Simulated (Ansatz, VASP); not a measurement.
## One calculation of CdSe, two programs

```
CELL_PARAMETERS angstrom
0.00000 3.04135 3.04135
3.04135 0.00000 3.04135
3.04135 3.04135 0.00000
ATOMIC_POSITIONS crystal
Cd 0.00164 0.00164 0.00164
Se 0.75000 0.75000 0.75000
```

Change from the starting cell: atom 1 moved by [0.01, 0.01, 0.01] A.

Alike in both runs: task single point; functional PBEsol; k mesh 6 × 6 × 6; no spin polarisation.

|  | VASP | Ansatz |
| --- | --- | --- |
| version | VASP 6.6.1 | Ansatz 0.2.0 |
| potentials or method | VASP PAW PBE potentials, release 64 (Cd, Se), cutoff 520 eV | all-electron LAPW, scalar-relativistic |
| occupations | gaussian, width 0.01 eV | fixed |

Ansatz gave:

* gap on the k mesh at the Fermi level (eV): 0.47
* pressure (GPa): 0.0
* traceless stress, the component that is largest in VASP (GPa): -0.17
* rms of the force components (eV/Å): 0.046

Q: What did VASP give for the same quantities?

A: gap on the k mesh at the Fermi level (eV): 0.47; pressure (GPa): 0.3; traceless stress, the component that is largest in VASP (GPa): -0.18; rms of the force components (eV/Å): 0.047.

VASP's potentials were made for PBE, not for PBEsol. Atom by atom the forces differ by 0.001 eV/Å (rms over components). Ansatz ran all-electron here, and VASP with PAW potentials.
